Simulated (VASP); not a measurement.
Wanted: the native input for a VASP 6.6.1 run.

| Item | Value |
| --- | --- |
| Task | single point |
| Functional | r2SCAN |
| Potentials or basis | VASP PAW PBE potentials, release 64 (Sr_sv) |
| Cutoff | 520 eV |
| k mesh | 6 × 6 × 6 |
| Occupations | gaussian, width 0.1 eV |
| Spin | no spin polarisation |
| Dipole correction | no |
| Further INCAR settings | ALGO = Normal; EDIFF = 1e-06; NBANDS = 11 |

Crystal: Sr.

```
Sr
1.0
     0.00000    3.04235    3.04235
     3.04235    0.00000    3.04235
     3.04235    3.04235    0.00000
Sr
1
Direct
  0.00000 0.00000 0.00000
```

The input as run:

POSCAR

```
Sr
1.0
    0.0000000000      3.0423500000      3.0423500000
    3.0423500000      0.0000000000      3.0423500000
    3.0423500000      3.0423500000      0.0000000000
Sr
1
Direct
    0.0000000000      0.0000000000      0.0000000000
```

INCAR.step1

```
PREC = Accurate
ENCUT = 520
ISMEAR = 0
SIGMA = 0.1
LREAL = F
LASPH = T
NELM = 80
NBANDS = 11
GGA = PE
ALGO = Normal
EDIFF = 1E-4
LWAVE = T
LCHARG = F
```

INCAR.step2

```
PREC = Accurate
ENCUT = 520
EDIFF = 1E-6
ISMEAR = 0
SIGMA = 0.1
LREAL = F
LASPH = T
NELM = 80
ALGO = Normal
ISIF = 2
LWAVE = F
LCHARG = F
METAGGA = R2SCAN
LMIXTAU = T
NBANDS = 11
ISTART = 1
```

KPOINTS

```
regular mesh
0
Gamma
  6 6 6
```

Potentials or basis: VASP PAW PBE potentials, release 64 (Sr_sv).

The run is started by

```sh
$ cat potpaw_PBE.64/Sr_sv/POTCAR > POTCAR
$ cp INCAR.step1 INCAR
$ mpirun -np 1 vasp_std > vasp.out
$ cp INCAR.step2 INCAR
$ mpirun -np 1 vasp_std > vasp.out
```

Results of the run:

| Quantity | Value |
| --- | --- |
| Pressure | 0.1 GPa |
| Band gap on the k mesh | zero (bands 5 and 6 overlap by 0.06 eV) |

Caveat: the PAW data sets were made with another functional, which shifts forces and pressure a little.

Wall time 20 s on 1 thread of Intel(R) Xeon(R) 6975P-C (Granite Rapids), on a shared host, peak memory 0.18 GiB.
